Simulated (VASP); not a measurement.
# Ca in VASP: a series of runs

The runs below take Ca through single point, with PBE.

All numbers are computed with VASP 6.6.1; they aren't measurements. Logs are shortened: lines on timing, memory, paths and dates and some standing lists are left out, and cuts for length are marked.

## 1. The cell of the first run

The cell holds a slab with vacuum, 3 atoms: a = 3.907 Å, b = 3.907 Å, c = 25.525 Å, α = 90.00°, β = 90.00°, γ = 90.00°.

## 2. Single point, PBE

Contents of INCAR:

```
ALGO = Normal ; DIPOL = 0.5 0.5 0.500
EDIFF = 1E-7 ; ENCUT = 520
GGA = PE ; IDIPOL = 3
ISIF = 2 ; ISMEAR = -1
LASPH = T ; LCHARG = T
LDIPOL = T ; LELF = T
LREAL = F ; LVACPOTAV = T
LVHAR = T ; LWAVE = F
NBANDS = 22 ; NELM = 100
PREC = Accurate ; SIGMA = 0.08
```

Contents of KPOINTS:

```
k-points
0
Gamma
  9 9 1
```

Contents of POSCAR:

```
Ca
1.0
    3.9070577562      0.0000000000      0.0000000000
    0.0000000000      3.9070577562      0.0000000000
    0.0000000000      0.0000000000     25.5254000000
Ca
3
Direct
    0.0000000000      0.0000000000      0.3917663569
    0.5000000000      0.5000000000      0.5000000000
    0.0000000000      0.0000000000      0.6082336431
```

Potentials or basis: VASP PAW PBE potentials, release 64 (Ca_sv).

Run with:

```sh
cat potpaw_PBE.64/Ca_sv/POTCAR > POTCAR
mpirun -np 1 vasp_std > vasp.out
```

OUTCAR:

```text
EDIFF = 1E-7
   ENCUT = 520
   GGA = PE
   ISIF = 2
   ISMEAR = -1
   LASPH = T
   LREAL = F
   NELM = 100
   PREC = Accurate

 ion  position               nearest neighbor table
   1  0.000  0.000  0.392-
   2  0.500  0.500  0.500-
   3  0.000  0.000  0.608-

  LATTYP: Found a simple tetragonal cell.
 ALAT       =     3.9070577562
 C/A-ratio  =     6.5331514384

  Lattice vectors:

 A1 = (   3.9070577562,   0.0000000000,   0.0000000000)
 A2 = (   0.0000000000,   3.9070577562,   0.0000000000)
 A3 = (   0.0000000000,   0.0000000000,  25.5254000000)

Analysis of symmetry for initial positions (statically):
=====================================================================
 Subroutine PRICEL returns:
 Original cell was already a primitive cell.

 Routine SETGRP: Setting up the symmetry group for a
 simple tetragonal supercell.

 Subroutine GETGRP returns: Found 16 space group operations
 (whereof 16 operations were pure point group operations)
 out of a pool of 16 trial point group operations.

The static configuration has the point symmetry D_4h.

Analysis of symmetry for dynamics (positions and initial velocities):
=====================================================================
 Subroutine PRICEL returns:
 Original cell was already a primitive cell.

 Routine SETGRP: Setting up the symmetry group for a
 simple tetragonal supercell.

 Subroutine GETGRP returns: Found 16 space group operations
 (whereof 16 operations were pure point group operations)
 out of a pool of 16 trial point group operations.

The dynamic configuration has the point symmetry D_4h.

 Subroutine INISYM returns: Found 16 space group operations
 (whereof 16 operations are pure point group operations),
 and found     1 'primitive' translations

----------------------------------------------------------------------------------------

                                     Primitive cell

  volume of cell :     389.6478

  direct lattice vectors                    reciprocal lattice vectors
     3.907057756  0.000000000  0.000000000     0.255947074  0.000000000  0.000000000
     0.000000000  3.907057756  0.000000000     0.000000000  0.255947074  0.000000000
     0.000000000  0.000000000 25.525400000     0.000000000  0.000000000  0.039176663

  length of vectors
     3.907057756  3.907057756 25.525400000     0.255947074  0.255947074  0.039176663

  position of ions in fractional coordinates (direct lattice)
     0.000000000  0.000000000  0.391766357
     0.500000000  0.500000000  0.500000000
     0.000000000  0.000000000  0.608233643

  ion indices of the primitive-cell ions
   primitive index   ion index
                 1           1
                 2           2
                 3           3

----------------------------------------------------------------------------------------

 KPOINTS: k-points

Automatic generation of k-mesh.
 Grid dimensions read from file:
 generate k-points for:    9    9    1

 Generating k-lattice:

  Cartesian coordinates                     Fractional coordinates (reciprocal lattice)
     0.028438564  0.000000000  0.000000000     0.111111111  0.000000000  0.000000000
     0.000000000  0.028438564  0.000000000     0.000000000  0.111111111  0.000000000
     0.000000000  0.000000000  0.039176663     0.000000000  0.000000000  1.000000000

  Length of vectors
     0.028438564  0.028438564  0.039176663

  Shift w.r.t. Gamma in fractional coordinates (k-lattice)
     0.000000000  0.000000000  0.000000000

 Subroutine IBZKPT returns following result:
 ===========================================

 Found     15 irreducible k-points:

 Following reciprocal coordinates:
            Coordinates               Weight
  0.000000  0.000000  0.000000      1.000000
  0.111111  0.000000  0.000000      4.000000
  0.222222  0.000000  0.000000      4.000000
  0.333333  0.000000  0.000000      4.000000
  0.444444  0.000000  0.000000      4.000000
  0.111111  0.111111  0.000000      4.000000
  0.222222  0.111111  0.000000      8.000000
  0.333333  0.111111  0.000000      8.000000
  0.444444  0.111111  0.000000      8.000000
  0.222222  0.222222  0.000000      4.000000
  0.333333  0.222222  0.000000      8.000000
  0.444444  0.222222  0.000000      8.000000
  0.333333  0.333333  0.000000      4.000000
  0.444444  0.333333  0.000000      8.000000
  0.444444  0.444444  0.000000      4.000000
   k-points           NKPTS =     15   k-points in BZ     NKDIM =     15   number of bands    NBANDS=     22
   number of dos      NEDOS =    301   number of ions     NIONS =      3
   total plane-waves  NPLWV = 172800
   dimension x,y,z NGX =    30 NGY =   30 NGZ =  192
   dimension x,y,z NGXF=    60 NGYF=   60 NGZF=  384
   ions per type =               3
   NGX,Y,Z   is equivalent  to a cutoff of  12.77, 12.77, 12.50 a.u.
   NGXF,Y,Z  is equivalent  to a cutoff of  25.53, 25.53, 25.01 a.u.
 SYSTEM =  unknown system
   PREC   = accura    normal or accurate (medium, high low for compatibility)
   ISTART =      0    job   : 0-new  1-cont  2-samecut
   ICHARG =      2    charge: 1-file 2-atom 10-const
   ISPIN  =      1    spin polarized calculation?
   LNONCOLLINEAR =      F non collinear calculations
   LSORBIT =      F    spin-orbit coupling
   LASPH  =      T    aspherical Exc in radial PAW
   ENCUT  =  520.0 eV  38.22 Ry    6.18 a.u.   7.26  7.26 47.46*2*pi/ulx,y,z
   NELM   =    100;   NELMIN=  2; NELMDL= -5     # of ELM steps
   EDIFF  = 0.1E-06   stopping-criterion for ELM
   LREAL  =      F    real-space projection
   EDIFFG = 0.1E-05   stopping-criterion for IOM
   NSW    =      0    number of steps for IOM
   IBRION =     -1    ionic relax: 0-MD 1-quasi-New 2-CG
   NFREE  =      0    steps in history (QN), initial steepest desc. (CG)
   ISIF   =      2    stress and relaxation
   ISYM   =      2    0-nonsym 1-usesym 2-fastsym
   POTIM  = 0.5000    time-step for ionic-motion
   TEBEG  =    0.0;   TEEND  =   0.0 temperature during run
   PSTRESS=    0.0 pullay stress
   NELECT =      30.0000    total number of electrons
   NUPDOWN=      -1.0000    fix difference up-down
   EMIN   =  10.00;   EMAX   =-10.00  energy-range for DOS
   EFERMI =   0.00;   METHOD = LEGACY
   ISMEAR =    -1;   SIGMA  =   0.08  broadening in eV -4-tet -1-fermi 0-gaus
   EFERMI_NEDOS =   21; number of points for ismear=-14 and -15
   IALGO  =     38    algorithm
   IMIX   =      4    mixing-type and parameters
     AMIX     =   0.40;   BMIX     =  1.00
     AMIX_MAG =   1.60;   BMIX_MAG =  1.00
  volume/ion in A,a.u.               =     129.88       876.49
  Fermi-wavevector in a.u.,A,eV,Ry     =   0.696452  1.316103  6.599443  0.485045
  Thomas-Fermi vector in A             =   1.779506
   LORBIT       =      0    0 simple, 1 ext, 2 COOP (PROOUT), +10 PAW based schemes
   GGA     = PE    functional components
   LHFCALC =     F    Hartree Fock is set to
   AEXX    =    0.0000 exact exchange contribution
   IVDW    =     0    specifies the selected vdW correction
   LEPSILON=     F    determine dielectric tensor
   LRPA    =     F    only Hartree local field effects (RPA)
 non-spin polarized calculation
  energy-cutoff  :      520.00
  volume of cell :      389.65
 maximum number of plane-waves:     10521
 NGX is ok and might be reduce to    30
   NGX = 15   NGY = 15   NGZ = 95

 number of electron      30.0000008 magnetization

 dipolmoment           0.000000      0.000000     -0.000000 electrons x Angstroem

 Free energy of the ion-electron system (eV)
  ---------------------------------------------------
  ext. energy  EPLUGINS =         0.00000000
  ---------------------------------------------------
  free energy    TOTEN  =        -4.95074268 eV

  energy without entropy =       -4.86947311  energy(sigma->0) =       -4.91010790

 E-fermi :  -1.0997     XC(G=0):  -3.2098

 val. band max:       -1.1079575747   @ k =   0.3333   0.0000   0.0000
 cond. band min:      -1.0760611373   @ k =   0.4444   0.0000   0.0000
 fundamental gap:      0.0318964375
 Fermi energy:        -1.0997166024

 k-point     1 :       0.0000    0.0000    0.0000
  band No.  band energies     occupation
      1     -43.7085      2.00000
      2     -43.7085      2.00000
      3     -43.0139      2.00000
      4     -24.7377      2.00000
      5     -24.7357      2.00000
      6     -24.6222      2.00000
[... 14 lines left out ...]
     21       0.7927      0.00000
     22       1.2128      0.00000

 k-point     2 :       0.1111    0.0000    0.0000
  band No.  band energies     occupation
      1     -43.7080      2.00000
      2     -43.7079      2.00000
      3     -43.0134      2.00000
      4     -24.7366      2.00000
      5     -24.7351      2.00000
      6     -24.6305      2.00000
[... 14 lines left out ...]
     21       0.7666      0.00000
     22       1.1117      0.00000

 k-point     3 :       0.2222    0.0000    0.0000
  band No.  band energies     occupation
      1     -43.7067      2.00000
      2     -43.7066      2.00000
      3     -43.0120      2.00000
      4     -24.7338      2.00000
      5     -24.7336      2.00000
      6     -24.6520      2.00000
[... 14 lines left out ...]
     21       0.6922      0.00000
     22       0.9380      0.00000

 k-point     4 :       0.3333    0.0000    0.0000
  band No.  band energies     occupation
      1     -43.7052      2.00000
      2     -43.7051      2.00000
      3     -43.0105      2.00000
      4     -24.7319      2.00000
      5     -24.7306      2.00000
      6     -24.6764      2.00000
[... 14 lines left out ...]
     21       0.6099      0.00000
     22       0.8269      0.00000

 k-point     5 :       0.4444    0.0000    0.0000
  band No.  band energies     occupation
      1     -43.7042      2.00000
      2     -43.7042      2.00000
      3     -43.0095      2.00000
      4     -24.7309      2.00000
      5     -24.7285      2.00000
      6     -24.6922      2.00000
[... 14 lines left out ...]
     21       0.7105      0.00000
     22       0.7992      0.00000

 k-point     6 :       0.1111    0.1111    0.0000
  band No.  band energies     occupation
      1     -43.7075      2.00000
      2     -43.7074      2.00000
      3     -43.0128      2.00000
      4     -24.7355      2.00000
      5     -24.7344      2.00000
      6     -24.6301      2.00000
[... 14 lines left out ...]
     21       0.7510      0.00000
     22       1.0326      0.00000

 k-point     7 :       0.2222    0.1111    0.0000
  band No.  band energies     occupation
      1     -43.7062      2.00000
      2     -43.7061      2.00000
      3     -43.0115      2.00000
      4     -24.7328      2.00000
      5     -24.7328      2.00000
      6     -24.6511      2.00000
[... 14 lines left out ...]
     21       0.6859      0.00000
     22       0.8611      0.00000

 k-point     8 :       0.3333    0.1111    0.0000
  band No.  band energies     occupation
      1     -43.7047      2.00000
      2     -43.7046      2.00000
      3     -43.0100      2.00000
      4     -24.7310      2.00000
      5     -24.7297      2.00000
      6     -24.6754      2.00000
[... 14 lines left out ...]
     21       0.6053      0.00000
     22       0.7071      0.00000

 k-point     9 :       0.4444    0.1111    0.0000
  band No.  band energies     occupation
      1     -43.7037      2.00000
      2     -43.7037      2.00000
      3     -43.0090      2.00000
      4     -24.7299      2.00000
      5     -24.7277      2.00000
      6     -24.6911      2.00000
[... 14 lines left out ...]
     21       0.6117      0.00000
     22       0.7839      0.00000

 k-point    10 :       0.2222    0.2222    0.0000
  band No.  band energies     occupation
      1     -43.7049      2.00000
      2     -43.7048      2.00000
      3     -43.0102      2.00000
      4     -24.7309      2.00000
      5     -24.7303      2.00000
      6     -24.6499      2.00000
[... 14 lines left out ...]
     21       0.6645      0.00000
     22       0.7256      0.00000

 k-point    11 :       0.3333    0.2222    0.0000
  band No.  band energies     occupation
      1     -43.7034      2.00000
      2     -43.7034      2.00000
      3     -43.0087      2.00000
      4     -24.7287      2.00000
      5     -24.7275      2.00000
      6     -24.6728      2.00000
[... 14 lines left out ...]
     21       0.4764      0.00000
     22       0.6483      0.00000

 k-point    12 :       0.4444    0.2222    0.0000
  band No.  band energies     occupation
      1     -43.7024      2.00000
      2     -43.7024      2.00000
      3     -43.0077      2.00000
      4     -24.7273      2.00000
      5     -24.7257      2.00000
      6     -24.6882      2.00000
[... 14 lines left out ...]
     21       0.3559      0.00000
     22       0.7480      0.00000

 k-point    13 :       0.3333    0.3333    0.0000
  band No.  band energies     occupation
      1     -43.7019      2.00000
      2     -43.7019      2.00000
      3     -43.0071      2.00000
      4     -24.7261      2.00000
      5     -24.7250      2.00000
      6     -24.6706      2.00000
[... 14 lines left out ...]
     21       0.5034      0.00000
     22       0.6691      0.00000

 k-point    14 :       0.4444    0.3333    0.0000
  band No.  band energies     occupation
      1     -43.7009      2.00000
      2     -43.7009      2.00000
      3     -43.0061      2.00000
      4     -24.7244      2.00000
      5     -24.7234      2.00000
      6     -24.6853      2.00000
[... 14 lines left out ...]
     21       0.3698      0.00000
     22       0.7074      0.00000

 k-point    15 :       0.4444    0.4444    0.0000
  band No.  band energies     occupation
      1     -43.7000      2.00000
      2     -43.7000      2.00000
      3     -43.0052      2.00000
      4     -24.7226      2.00000
      5     -24.7219      2.00000
      6     -24.6839      2.00000
[... 14 lines left out ...]
     21       0.6852      0.00000
     22       0.7543      0.00000

------------------------ aborting loop because EDIFF is reached ----------------------------------------

  FORCE on cell =-STRESS in cart. coord.  units (eV):
  Direction    XX          YY          ZZ          XY          YZ          ZX
  --------------------------------------------------------------------------------------
  -------------------------------------------------------------------------------------
  Total       -0.7400855     -0.7400855     -0.4381432      0.0000000     -0.0000000      0.0000000
  in kB       -3.0431284     -3.0431284     -1.8015836      0.0000000     -0.0000000      0.0000000
  external PRESSURE =      -2.6292801 kB  Pullay stress =       0.0000000 kB

 VOLUME and BASIS-vectors are now :
 -----------------------------------------------------------------------------
  energy-cutoff  :      520.00
  volume of cell :      389.65
      direct lattice vectors                 reciprocal lattice vectors
     3.907057756  0.000000000  0.000000000     0.255947074  0.000000000  0.000000000
     0.000000000  3.907057756  0.000000000     0.000000000  0.255947074  0.000000000
     0.000000000  0.000000000 25.525400000     0.000000000  0.000000000  0.039176663

 POSITION                                       TOTAL-FORCE (eV/Angst)
 -----------------------------------------------------------------------------------
      0.00000      0.00000      9.99999        -0.000000      0.000000      0.075522
      1.95353      1.95353     12.76270         0.000000      0.000000     -0.000000
      0.00000      0.00000     15.52541         0.000000      0.000000     -0.075522
 -----------------------------------------------------------------------------------
    total drift:                                0.000000      0.000000      0.000000

  FREE ENERGIE OF THE ION-ELECTRON SYSTEM (eV)
  ---------------------------------------------------
  free  energy   TOTEN  =        -4.9507426761 eV

  energy  without entropy=       -4.8694731143  energy(sigma->0) =       -4.91010790

 vacuum level on the upper side and lower side of the slab         1.644         1.644
```

It took 3.7 min on 1 thread of Intel Xeon Platinum 8259CL at 2.50GHz (Skylake/Cascade Lake), shared host; peak memory 0.45 GiB.

Results:

```yaml
Free_energy: -4.9507 eV
Largest_force: 0.076 eV/Å
Band_gap_on_the_k_mesh: zero (band 15 reaches -1.00 eV, above the bottom of band 16 at -1.11 eV)
```

Forces on the atoms (eV/Å):
```
Ca   0.000  0.000  0.076
Ca   0.000  0.000  0.000
Ca   0.000  0.000 -0.076
```

Levels at points of the mesh, in eV from the Fermi level:
```
           k point  band 12  band 13  band 14  band 15  band 16  band 17  band 18  band 19
(0.00, 0.00, 0.00)   -22.86    -3.70    -2.72    -1.34     0.33     0.58     0.62     0.99
```

(Continued in part 2 of 2.)
